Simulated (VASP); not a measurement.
# AlGaN2 (P-4m2) in VASP: further runs, part 2 of 3

VASP 6.6.1. Earlier steps stand in the parts before.

### Step 3. Vibrations by perturbation theory, LDA

This run uses another cell than the first one, of 10.26 Å³/atom, 1.028 times its volume.

Input file INCAR:

```
ALGO     = Normal         # electronic algorithm
EDIFF    = 1E-8           # SCF threshold, eV
ENCUT    = 520            # plane-wave cutoff, eV
GGA      = CA             # functional
IBRION   = 8              # ionic algorithm
ISIF     = 2              # what is computed and relaxed
ISMEAR   = 0              # smearing method
LASPH    = True           # aspherical terms in the spheres
LCHARG   = False          # write CHGCAR
LEPSILON = True           # dielectric tensor by DFPT
LREAL    = False          # projectors in reciprocal space
LWAVE    = False          # write WAVECAR
NBANDS   = 21             # bands
NELM     = 60             # most SCF steps
NSW      = 1              # ionic steps
PREC     = Accurate       # precision mode
SIGMA    = 0.01           # smearing width, eV
```

Input file KPOINTS:

```
k-points
0
Gamma
  8 8 6
```

Input file POSCAR:

```
AlGaN2
1.0
    3.0789624337      0.0000000000      0.0000000000
    0.0000000000      3.0789624337      0.0000000000
    0.0000000000      0.0000000000      4.3295737051
Al Ga N
1 1 2
Direct
    0.5000000000      0.5000000000      0.5000000000
    0.0000000000      0.0000000000      0.0000000000
    0.5000000000      0.0000000000      0.7399132894
    0.0000000000      0.5000000000      0.2600867106
```

Potentials or basis: VASP PAW LDA potentials, release 64 (Al, Ga_d, N).

On the command line:

```console
$ cat potpaw_LDA.64/Al/POTCAR potpaw_LDA.64/Ga_d/POTCAR potpaw_LDA.64/N/POTCAR > POTCAR
$ mpirun -np 1 vasp_std > vasp.out
```

OUTCAR:

```text
EDIFF = 1E-8
   ENCUT = 520
   GGA = CA
   IBRION = 8
   ISIF = 2
   ISMEAR = 0
   LASPH = True
   LEPSILON = True
   LREAL = False
   NELM = 60
   NSW = 1
   PREC = Accurate

 ion  position               nearest neighbor table
   1  0.500  0.500  0.500-   3 1.86   4 1.86   3 1.86   4 1.86   2 3.07   2 3.07   2 3.07   2 3.07
                             2 3.07   2 3.07   2 3.07   2 3.07
   2  0.000  0.000  0.000-   3 1.91   4 1.91   4 1.91   3 1.91   1 3.07   1 3.07   1 3.07   1 3.07
                             1 3.07   1 3.07   1 3.07   1 3.07
   3  0.500  0.000  0.740-   1 1.86   1 1.86   2 1.91   2 1.91
   4  0.000  0.500  0.260-   1 1.86   1 1.86   2 1.91   2 1.91

  LATTYP: Found a simple tetragonal cell.
 ALAT       =     3.0789624337
 C/A-ratio  =     1.4061794511

  Lattice vectors:

 A1 = (   3.0789624337,   0.0000000000,   0.0000000000)
 A2 = (   0.0000000000,   3.0789624337,   0.0000000000)
 A3 = (   0.0000000000,   0.0000000000,   4.3295737051)

Analysis of symmetry for initial positions (statically):
=====================================================================
 Subroutine PRICEL returns:
 Original cell was already a primitive cell.

 Routine SETGRP: Setting up the symmetry group for a
 simple tetragonal supercell.

[... 888 lines left out ...]
  x     0.00000     0.00000     0.00000     0.00000     0.00000    12.89309
  y     0.00000     0.00000     0.00000     0.00000   -11.03495     0.00000
  z    12.31366   -11.35878    -2.33711     0.00000     0.00000     0.00000

 SECOND DERIVATIVES (NOT SYMMETRIZED)
 ------------------------------------
               1X          1Y          1Z          2X          2Y          2Z          3X          3Y          3Z          4X          4Y          4Z
  1X   -19.330339    0.000000    0.000000    1.540810    0.000000    0.000000    2.216877    0.000000    0.000000   15.572651    0.000000    0.000000
  1Y     0.000000  -19.330339    0.000000    0.000000    1.540810    0.000000    0.000000   15.572651    0.000000    0.000000    2.216877    0.000000
  1Z     0.000000    0.000000  -25.502408    0.000000    0.000000    9.510429    0.000000    0.000000    7.995990    0.000000    0.000000    7.995990
  2X     1.545166    0.000000    0.000000  -15.824702    0.000000    0.000000   12.847522    0.000000    0.000000    1.432014    0.000000    0.000000
  2Y     0.000000    1.545166    0.000000    0.000000  -15.824702    0.000000    0.000000    1.432014    0.000000    0.000000   12.847522    0.000000
  2Z     0.000000    0.000000    9.540969    0.000000    0.000000  -24.987014    0.000000    0.000000    7.723022    0.000000    0.000000    7.723022
  3X     2.212629    0.000000    0.000000   12.840106    0.000000    0.000000  -17.629760    0.000000    0.000000    2.577025    0.000000    0.000000
  3Y     0.000000   15.572975    0.000000    0.000000    1.419970    0.000000    0.000000  -19.571607    0.000000    0.000000    2.578662    0.000000
  3Z     0.000000    0.000000    7.995343    0.000000    0.000000    7.688016    0.000000    0.000000  -21.900408    0.000000    0.000000    6.217049
  4X    15.572975    0.000000    0.000000    1.419970    0.000000    0.000000    2.578662    0.000000    0.000000  -19.571607    0.000000    0.000000
  4Y     0.000000    2.212629    0.000000    0.000000   12.840106    0.000000    0.000000    2.577025    0.000000    0.000000  -17.629760    0.000000
  4Z     0.000000    0.000000    7.995343    0.000000    0.000000    7.688016    0.000000    0.000000    6.217049    0.000000    0.000000  -21.900408

 Eigenvectors and eigenvalues of the dynamical matrix
 ----------------------------------------------------

   1 f  =   22.154361 THz   139.199953 2PiTHz  738.989924 cm-1    91.623032 meV
             X         Y         Z           dx          dy          dz
      1.539481  1.539481  2.164787    -0.000000    0.000000    0.000000
      0.000000  0.000000  0.000000     0.000000   -0.000000    0.000000
      1.539481  0.000000  3.203509    -0.000000   -0.000000   -0.707107
      0.000000  1.539481  1.126065     0.000000    0.000000    0.707107
[... 71 lines left out ...]
  12 f/i=    0.014163 THz     0.088989 2PiTHz    0.472428 cm-1     0.058574 meV
             X         Y         Z           dx          dy          dz
      1.539481  1.539481  2.164787    -0.000000   -0.000000    0.465610
      0.000000  0.000000  0.000000    -0.000000   -0.000000    0.747072
      1.539481  0.000000  3.203509    -0.000000   -0.000000    0.335478
      0.000000  1.539481  1.126065    -0.000000   -0.000000    0.335478

--------------------------------------------------------------------------------------------------------

 MACROSCOPIC STATIC DIELECTRIC TENSOR IONIC CONTRIBUTION
 ------------------------------------------------------
           3.596034    -0.000000     0.000000
          -0.000000     3.596034     0.000000
           0.000000     0.000000     3.673740
 ------------------------------------------------------

 ELASTIC MODULI CONTR FROM IONIC RELAXATION (kBar)
 Direction    XX          YY          ZZ          XY          YZ          ZX
 --------------------------------------------------------------------------------
 XX        -703.1890    701.9232      3.0982      0.0000      0.0000     -0.0000
 YY         701.9232   -703.1890      3.0982      0.0000     -0.0000      0.0000
 ZZ           3.0982      3.0982    -15.1659      0.0000      0.0000     -0.0000
 XY           0.0000      0.0000      0.0000      0.0000      0.0000      0.0000
 YZ           0.0000     -0.0000      0.0000      0.0000   -651.3620     -0.0000
 ZX          -0.0000      0.0000     -0.0000      0.0000     -0.0000   -689.5283
 --------------------------------------------------------------------------------

 PIEZOELECTRIC TENSOR IONIC CONTR  for field in x, y, z        (C/m^2)
          XX          YY          ZZ          XY          YZ          ZX
  --------------------------------------------------------------------------------
  x    -0.00000     0.00000    -0.00000     0.00000    -0.00000    -1.46467
  y    -0.00000     0.00000     0.00000     0.00000     1.42966     0.00000
  z    -1.50757     1.50757     0.00000     0.00000     0.00000    -0.00000
```

OSZICAR:

```text
N       E                     dE             d eps       ncg     rms          rms(c)
DAV:   1     0.174721293782E+03    0.17472E+03   -0.12973E+04  2827   0.186E+03
DAV:   2    -0.145920167445E+02   -0.18931E+03   -0.17709E+03  2781   0.421E+02
DAV:   3    -0.347278752865E+02   -0.20136E+02   -0.19904E+02  2972   0.107E+02
[... 257 lines left out ...]
RMM:   6    -0.244524110758E+00   -0.14910E-04   -0.12978E-06  8658   0.904E-03    0.176E-03
RMM:   7    -0.244524308088E+00   -0.19733E-06   -0.91435E-08  8523   0.308E-03    0.781E-04
RMM:   8    -0.244522768722E+00    0.15394E-05   -0.14360E-08  8959   0.945E-04    0.287E-04
RMM:   9    -0.244522383362E+00    0.38536E-06    0.52718E-09  8617   0.322E-04    0.892E-05
RMM:  10    -0.244522575091E+00   -0.19173E-06   -0.67947E-10  8794   0.113E-04    0.151E-05
RMM:  11    -0.244522579416E+00   -0.43249E-08    0.95444E-10  9099   0.388E-05    0.897E-06
 Linear response finished
```

stdout:

```text
POSCAR found type information on POSCAR AlGaN
 POSCAR found :  3 types and       4 ions
 scaLAPACK will be used
 LDA part: xc-table for (Slater(with rela. corr.)+CA(PZ))
 , standard interpolation
 POSCAR, INCAR and KPOINTS ok, starting setup
[... 103 lines left out ...]
 onal to |phi(0)> (-1.285154490340557E-004,1.276756478318930E-015)
 LRF_COMMUTATOR internal error: the vector H(1)-e(1) S(1) |phi(0)> is not orthog
 onal to |phi(0)> (-1.256143719705616E-004,-5.551115123125783E-017)
 LRF_COMMUTATOR internal error: the vector H(1)-e(1) S(1) |phi(0)> is not orthog
 onal to |phi(0)> (1.256143717624780E-004,7.216449660063518E-016)
 LRF_COMMUTATOR internal error: the vector H(1)-e(1) S(1) |phi(0)> is not orthog
 onal to |phi(0)> (1.286534798342620E-004,-5.266620473065586E-015)
 LRF_COMMUTATOR internal error: the vector H(1)-e(1) S(1) |phi(0)> is not orthog
 onal to |phi(0)> (-1.286534789204374E-004,-4.038436252074007E-0
```

Wall time 7.6 min (1 thread of Intel Xeon 6975P-C (Granite Rapids), shared host); peak memory 0.5 GiB.

Results:

```yaml
Electronic_dielectric_tensor_diagonal: 4.97, 4.97, 4.94
Born_charges_mean_of_the_diagonal: Al +2.55; Ga +2.54; N -2.54 e
Highest_phonon_frequency_at_Γ_LO-TO_splitting_left_out: 739 cm⁻¹
```

Phonon frequencies in cm⁻¹ (negative: imaginary):
```
              q point                                frequencies
(0.000, 0.000, 0.000)  0 0 0 258 258 463 620 620 667 727 727 739
```

Electronic dielectric tensor:
```
4.97 0.00 0.00
0.00 4.97 0.00
0.00 0.00 4.94
```

Born effective charge tensors (e):
atom 1, Al
```
2.50 0.00 0.00
0.00 2.50 0.00
0.00 0.00 2.66
```
atom 2, Ga
```
2.58 0.00 0.00
0.00 2.58 0.00
0.00 0.00 2.45
```
atom 3, N
```
-2.66  0.00  0.00
 0.00 -2.42  0.00
 0.00  0.00 -2.56
```
atom 4, N
```
-2.42  0.00  0.00
 0.00 -2.66  0.00
 0.00  0.00 -2.56
```

Caveat: the cell wasn't relaxed at this level first, which shifts response properties.

(Part 2 of 3 ends here.)
